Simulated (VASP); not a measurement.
# Si (Ia-3) in VASP: single point with PBEsol

Aim: the single point of Si with PBEsol.

Program: VASP 6.6.1. These are calculated values, not measurements. Logs are shortened: lines on timing, memory, paths and dates and some standing lists are left out, and cuts for length are marked.

## (1) The cell of the first run

Symmetry: Ia-3, No. 206, cubic system. The conventional cell has a = 6.600 Å, b = 6.600 Å, c = 6.600 Å, α = 90.00°, β = 90.00°, γ = 90.00°. Within 3.1 Å of Si (site symmetry 3) lie 4 Si at 2.34 to 2.37 Å.

## (2) Single point, PBEsol

INCAR

```
ALGO = Normal
EDIFF = 1E-7
ENCUT = 520
GGA = PS
ISIF = 2
ISMEAR = 0
LASPH = True
LCHARG = False
LREAL = False
LWAVE = False
NBANDS = 26
NELM = 80
PREC = Accurate
SIGMA = 0.15
```

KPOINTS

```
k-points
0
Gamma
  10 10 10
```

POSCAR

```
Si
1.0
   -3.2997823765      3.2997823765      3.2997823765
    3.2997823765     -3.2997823765      3.2997823765
    3.2997823765      3.2997823765     -3.2997823765
Si
8
Direct
    0.2047947401      0.2047947401      0.2047947401
    0.5000000000      0.0000000000      0.2952052599
    0.2952052599      0.5000000000      0.0000000000
    0.0000000000      0.2952052599      0.5000000000
    0.7952052599      0.7952052599      0.7952052599
    0.5000000000      0.0000000000      0.7047947401
    0.7047947401      0.5000000000      0.0000000000
    0.0000000000      0.7047947401      0.5000000000
```

Potentials or basis: VASP PAW PBE potentials, release 64 (Si).

Started as:

```bash
> cat potpaw_PBE.64/Si/POTCAR > POTCAR
> mpirun -np 1 vasp_std > vasp.out
```

OUTCAR:

```text
EDIFF = 1E-7
   ENCUT = 520
   GGA = PS
   ISIF = 2
   ISMEAR = 0
   LASPH = True
   LREAL = False
   NELM = 80
   PREC = Accurate

 ion  position               nearest neighbor table
   1  0.205  0.205  0.205-   5 2.34   3 2.37   4 2.37   2 2.37
   2  0.500  0.000  0.295-   6 2.34   4 2.37   1 2.37   3 2.37
   3  0.295  0.500  0.000-   7 2.34   2 2.37   1 2.37   4 2.37
   4  0.000  0.295  0.500-   8 2.34   3 2.37   1 2.37   2 2.37
   5  0.795  0.795  0.795-   1 2.34   6 2.37   7 2.37   8 2.37
   6  0.500  0.000  0.705-   2 2.34   5 2.37   7 2.37   8 2.37
   7  0.705  0.500  0.000-   3 2.34   5 2.37   8 2.37   6 2.37
   8  0.000  0.705  0.500-   4 2.34   5 2.37   6 2.37   7 2.37

  LATTYP: Found a body centered cubic cell.
 ALAT       =     6.5995647530

  Lattice vectors:

 A1 = (  -3.2997823765,   3.2997823765,   3.2997823765)
 A2 = (   3.2997823765,  -3.2997823765,   3.2997823765)
 A3 = (   3.2997823765,   3.2997823765,  -3.2997823765)

Analysis of symmetry for initial positions (statically):
=====================================================================
 Subroutine PRICEL returns:
 Original cell was already a primitive cell.

 Routine SETGRP: Setting up the symmetry group for a
 body centered cubic supercell.

 Subroutine GETGRP returns: Found 24 space group operations
 (whereof  6 operations were pure point group operations)
 out of a pool of 48 trial point group operations.

The static configuration has the point symmetry S_6 .
 The point group associated with its full space group is T_h .

Analysis of symmetry for dynamics (positions and initial velocities):
=====================================================================
 Subroutine PRICEL returns:
 Original cell was already a primitive cell.

 Routine SETGRP: Setting up the symmetry group for a
 body centered cubic supercell.

 Subroutine GETGRP returns: Found 24 space group operations
 (whereof  6 operations were pure point group operations)
 out of a pool of 48 trial point group operations.

The dynamic configuration has the point symmetry S_6 .
 The point group associated with its full space group is T_h .

 Subroutine INISYM returns: Found 24 space group operations
 (whereof  6 operations are pure point group operations),
 and found     1 'primitive' translations

----------------------------------------------------------------------------------------

                                     Primitive cell

  volume of cell :     143.7196

  direct lattice vectors                    reciprocal lattice vectors
    -3.299782377  3.299782377  3.299782377     0.000000000  0.151525144  0.151525144
     3.299782377 -3.299782377  3.299782377     0.151525144  0.000000000  0.151525144
     3.299782377  3.299782377 -3.299782377     0.151525144  0.151525144  0.000000000

  length of vectors
     5.715390730  5.715390730  5.715390730     0.214288914  0.214288914  0.214288914

  position of ions in fractional coordinates (direct lattice)
     0.204794740  0.204794740  0.204794740
     0.500000000  0.000000000  0.295205260
     0.295205260  0.500000000  0.000000000
     0.000000000  0.295205260  0.500000000
     0.795205260  0.795205260  0.795205260
     0.500000000  0.000000000  0.704794740
     0.704794740  0.500000000  0.000000000
     0.000000000  0.704794740  0.500000000

  ion indices of the primitive-cell ions
   primitive index   ion index
                 1           1
                 2           2
                 3           3
                 4           4
                 5           5
                 6           6
                 7           7
                 8           8

----------------------------------------------------------------------------------------

 KPOINTS: k-points

Automatic generation of k-mesh.
 Grid dimensions read from file:
 generate k-points for:   10   10   10

 Generating k-lattice:

  Cartesian coordinates                     Fractional coordinates (reciprocal lattice)
     0.000000000  0.015152514  0.015152514     0.100000000  0.000000000  0.000000000
     0.015152514  0.000000000  0.015152514     0.000000000  0.100000000  0.000000000
     0.015152514  0.015152514  0.000000000     0.000000000  0.000000000  0.100000000

  Length of vectors
     0.021428891  0.021428891  0.021428891

  Shift w.r.t. Gamma in fractional coordinates (k-lattice)
     0.000000000  0.000000000  0.000000000

 Subroutine IBZKPT returns following result:
 ===========================================

 Found     61 irreducible k-points:

 Following reciprocal coordinates:
            Coordinates               Weight
  0.000000  0.000000  0.000000      1.000000
  0.100000  0.000000  0.000000     12.000000
  0.200000  0.000000  0.000000     12.000000
  0.300000  0.000000  0.000000     12.000000
  0.400000  0.000000  0.000000     12.000000
  0.500000  0.000000  0.000000      6.000000
[... 16 lines left out ...]
 -0.100000  0.100000  0.100000      6.000000
  0.200000  0.200000  0.100000     24.000000
 [... further k-points ...]
   k-points           NKPTS =     61   k-points in BZ     NKDIM =     61   number of bands    NBANDS=     26
   number of dos      NEDOS =    301   number of ions     NIONS =      8
   total plane-waves  NPLWV = 110592
   dimension x,y,z NGX =    48 NGY =   48 NGZ =   48
   dimension x,y,z NGXF=    96 NGYF=   96 NGZF=   96
   ions per type =               8
   NGX,Y,Z   is equivalent  to a cutoff of  13.96, 13.96, 13.96 a.u.
   NGXF,Y,Z  is equivalent  to a cutoff of  27.92, 27.92, 27.92 a.u.
 SYSTEM =  unknown system
   PREC   = accura    normal or accurate (medium, high low for compatibility)
   ISTART =      0    job   : 0-new  1-cont  2-samecut
   ICHARG =      2    charge: 1-file 2-atom 10-const
   ISPIN  =      1    spin polarized calculation?
   LNONCOLLINEAR =      F non collinear calculations
   LSORBIT =      F    spin-orbit coupling
   LASPH  =      T    aspherical Exc in radial PAW
   ENCUT  =  520.0 eV  38.22 Ry    6.18 a.u.  10.63 10.63 10.63*2*pi/ulx,y,z
   NELM   =     80;   NELMIN=  2; NELMDL= -5     # of ELM steps
   EDIFF  = 0.1E-06   stopping-criterion for ELM
   LREAL  =      F    real-space projection
   EDIFFG = 0.1E-05   stopping-criterion for IOM
   NSW    =      0    number of steps for IOM
   IBRION =     -1    ionic relax: 0-MD 1-quasi-New 2-CG
   NFREE  =      0    steps in history (QN), initial steepest desc. (CG)
   ISIF   =      2    stress and relaxation
   ISYM   =      2    0-nonsym 1-usesym 2-fastsym
   POTIM  = 0.5000    time-step for ionic-motion
   TEBEG  =    0.0;   TEEND  =   0.0 temperature during run
   PSTRESS=    0.0 pullay stress
   NELECT =      32.0000    total number of electrons
   NUPDOWN=      -1.0000    fix difference up-down
   EMIN   =  10.00;   EMAX   =-10.00  energy-range for DOS
   EFERMI =   0.00;   METHOD = LEGACY
   ISMEAR =     0;   SIGMA  =   0.15  broadening in eV -4-tet -1-fermi 0-gaus
   EFERMI_NEDOS =   21; number of points for ismear=-14 and -15
   IALGO  =     38    algorithm
   IMIX   =      4    mixing-type and parameters
     AMIX     =   0.40;   BMIX     =  1.00
     AMIX_MAG =   1.60;   BMIX_MAG =  1.00
  volume/ion in A,a.u.               =      17.96       121.23
  Fermi-wavevector in a.u.,A,eV,Ry     =   0.992246  1.875074 13.395655  0.984553
  Thomas-Fermi vector in A             =   2.124045
   LORBIT       =      0    0 simple, 1 ext, 2 COOP (PROOUT), +10 PAW based schemes
   GGA     = PS    functional components
   LHFCALC =     F    Hartree Fock is set to
   AEXX    =    0.0000 exact exchange contribution
   IVDW    =     0    specifies the selected vdW correction
   LEPSILON=     F    determine dielectric tensor
   LRPA    =     F    only Hartree local field effects (RPA)
 non-spin polarized calculation
 Gauss-broadening in eV      SIGMA  =   0.15
  energy-cutoff  :      520.00
  volume of cell :      143.72
 maximum number of plane-waves:      3925
 NGX is ok and might be reduce to    48
   NGX = 21   NGY = 21   NGZ = 21

 number of electron      31.9999999 magnetization

 Free energy of the ion-electron system (eV)
  ---------------------------------------------------
  ext. energy  EPLUGINS =         0.00000000
  ---------------------------------------------------
  free energy    TOTEN  =       -45.02333322 eV

  energy without entropy =      -45.01238073  energy(sigma->0) =      -45.01785698

 E-fermi :   7.2141     XC(G=0): -10.1444

 val. band max:        7.1965691857   @ k =  -0.4000  -0.4000   0.2000
 cond. band min:       7.2944047552   @ k =  -0.4000   0.4000   0.4000
 fundamental gap:      0.0978355695
 Fermi energy:         7.2141035689

 k-point     1 :       0.0000    0.0000    0.0000
  band No.  band energies     occupation
      1      -5.5779      2.00000
      2      -1.1211      2.00000
      3      -0.7343      2.00000
      4      -0.7343      2.00000
      5      -0.7343      2.00000
      6       0.7380      2.00000
[... 18 lines left out ...]
     25      12.6547      0.00000
     26      13.0472      0.00000

 k-point     2 :       0.1000    0.0000    0.0000
  band No.  band energies     occupation
      1      -5.5155      2.00000
      2      -1.3461      2.00000
      3      -1.0192      2.00000
      4      -0.9035      2.00000
      5      -0.5956      2.00000
      6       0.6324      2.00000
[... 18 lines left out ...]
     25      12.6364      0.00000
     26      12.7919      0.00000

 k-point     3 :       0.2000    0.0000    0.0000
  band No.  band energies     occupation
      1      -5.3289      2.00000
      2      -1.9294      2.00000
      3      -1.3939      2.00000
      4      -1.2132      2.00000
      5      -0.4261      2.00000
      6       0.4013      2.00000
[... 18 lines left out ...]
     25      12.3397      0.00000
     26      12.5236      0.00000

 k-point     4 :       0.3000    0.0000    0.0000
  band No.  band energies     occupation
      1      -5.0196      2.00000
      2      -2.6793      2.00000
      3      -1.6178      2.00000
      4      -1.4874      2.00000
      5      -0.3197      2.00000
      6       0.1621      2.00000
[... 18 lines left out ...]
     25      11.8709      0.00000
     26      12.2294      0.00000

 k-point     5 :       0.4000    0.0000    0.0000
  band No.  band energies     occupation
      1      -4.5912      2.00000
      2      -3.4047      2.00000
      3      -1.7394      2.00000
      4      -1.6742      2.00000
      5      -0.2482      2.00000
      6      -0.0305      2.00000
[... 18 lines left out ...]
     25      11.9782      0.00000
     26      12.0265      0.00000

 k-point     6 :       0.5000    0.0000    0.0000
  band No.  band energies     occupation
      1      -4.0493      2.00000
      2      -4.0493      2.00000
      3      -1.7591      2.00000
      4      -1.7591      2.00000
      5      -0.1632      2.00000
      6      -0.1632      2.00000
[... 427 lines left out ...]
 k-point    21 :       0.3000    0.1000    0.1000
  band No.  band energies     occupation
      1      -4.4689      2.00000
      2      -3.2877      2.00000
      3      -2.2284      2.00000
      4      -2.1927      2.00000
      5       0.3449      2.00000
      6       0.5983      2.00000
[... 18 lines left out ...]
     25      11.7174      0.00000
     26      12.2197      0.00000

 k-point    22 :       0.4000    0.1000    0.1000
  band No.  band energies     occupation
      1      -3.9290      2.00000
      2      -3.9290      2.00000
      3      -2.2635      2.00000
      4      -2.2635      2.00000
      5       0.4736      2.00000
      6       0.4736      2.00000
[... 18 lines left out ...]
     25      11.9575      0.00000
     26      11.9575      0.00000

 k-point    23 :      -0.1000    0.1000    0.1000
  band No.  band energies     occupation
      1      -5.4533      2.00000
      2      -1.5135      2.00000
      3      -1.2722      2.00000
      4      -0.7553      2.00000
      5      -0.7468      2.00000
      6       0.5191      2.00000
[... 18 lines left out ...]
     25      12.6641      0.00000
     26      12.7937      0.00000

 k-point    24 :       0.2000    0.2000    0.1000
  band No.  band energies     occupation
      1      -4.5293      2.00000
      2      -2.8034      2.00000
      3      -2.7609      2.00000
      4      -2.2423      2.00000
      5       0.5506      2.00000
      6       0.9683      2.00000
[... 18 lines left out ...]
     25      12.0159      0.00000
     26      12.3439      0.00000

 [... further k-points ...]
[... 5 lines left out ...]
  --------------------------------------------------------------------------------------
  -------------------------------------------------------------------------------------
  Total        0.1610541      0.1610541      0.1610541      0.0000000      0.0000000      0.0000000
  in kB        1.7954216      1.7954216      1.7954216      0.0000000      0.0000000      0.0000000
  external PRESSURE =       1.7954216 kB  Pullay stress =       0.0000000 kB

 VOLUME and BASIS-vectors are now :
 -----------------------------------------------------------------------------
  energy-cutoff  :      520.00
  volume of cell :      143.72
      direct lattice vectors                 reciprocal lattice vectors
    -3.299782377  3.299782377  3.299782377     0.000000000  0.151525144  0.151525144
     3.299782377 -3.299782377  3.299782377     0.151525144  0.000000000  0.151525144
     3.299782377  3.299782377 -3.299782377     0.151525144  0.151525144  0.000000000

 POSITION                                       TOTAL-FORCE (eV/Angst)
 -----------------------------------------------------------------------------------
      0.67578      0.67578      0.67578         0.000469      0.000469      0.000469
     -0.67578      2.62400      0.67578        -0.000469     -0.000469      0.000469
      0.67578     -0.67578      2.62400         0.000469     -0.000469     -0.000469
      2.62400      0.67578     -0.67578        -0.000469      0.000469     -0.000469
      2.62400      2.62400      2.62400        -0.000469     -0.000469     -0.000469
      0.67578      3.97556     -0.67578         0.000469      0.000469     -0.000469
     -0.67578      0.67578      3.97556        -0.000469      0.000469      0.000469
      3.97556     -0.67578      0.67578         0.000469     -0.000469      0.000469
 -----------------------------------------------------------------------------------
    total drift:                               -0.000000      0.000000      0.000000

  FREE ENERGIE OF THE ION-ELECTRON SYSTEM (eV)
  ---------------------------------------------------
  free  energy   TOTEN  =       -45.0233332229 eV

  energy  without entropy=      -45.0123807311  energy(sigma->0) =      -45.01785698
```

It took 3.3 min on 1 thread of Intel Xeon Platinum 8259CL at 2.50GHz (Skylake/Cascade Lake), shared host; peak memory 0.39 GiB.

Results:

| Quantity | Value |
| --- | --- |
| Free energy | -45.0233 eV |
| Pressure | 0.2 GPa |
| Band gap on the k mesh | zero (bands 16 and 17 overlap by 0.28 eV) |

Caveat: semilocal functionals underestimate gaps, so a narrow gap can read as zero; the PAW data sets were made with another functional, which shifts forces and pressure a little.
